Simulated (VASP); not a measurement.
## P: single point with RPBE

The system is P.

```
P
1.0
     0.00000    1.99787    1.99787
     1.99787    0.00000    1.99787
     1.99787    1.99787    0.00000
P
1
Direct
  0.00000 0.00000 0.00000
```

This cell differs from its parent crystal: volume scaled by 1.08.

```json
{
 "Program": "VASP 6.6.1",
 "Task": "single point",
 "Functional": "RPBE",
 "Potentials or basis": "VASP PAW PBE potentials, release 64 (P)",
 "Cutoff": "520 eV",
 "k mesh": "16 × 16 × 16",
 "Occupations": "fermi-dirac, width 0.1 eV",
 "Spin": "no spin polarisation"
}
```

The pressure is -6.2 GPa.

Levels at points of the mesh, in eV from the Fermi level:
```tsv
k point	band 1	band 2	band 3	band 4	band 5	band 6	band 7
(0.00, 0.00, 0.00)	-15.40	6.04	6.04	6.04	11.19	11.19	11.19
(0.50, 0.00, 0.00)	-10.17	-7.29	4.29	4.29	10.03	10.34	10.34
(0.50, 0.50, 0.00)	-7.86	-6.08	0.63	0.63	4.65	4.96	21.80
```

Wall time 4.9 s on 1 thread of Intel(R) Xeon(R) 6975P-C (Granite Rapids), on a shared host, peak memory 0.14 GiB.

Caveat: the PAW data sets were made with another functional, which shifts forces and pressure a little.
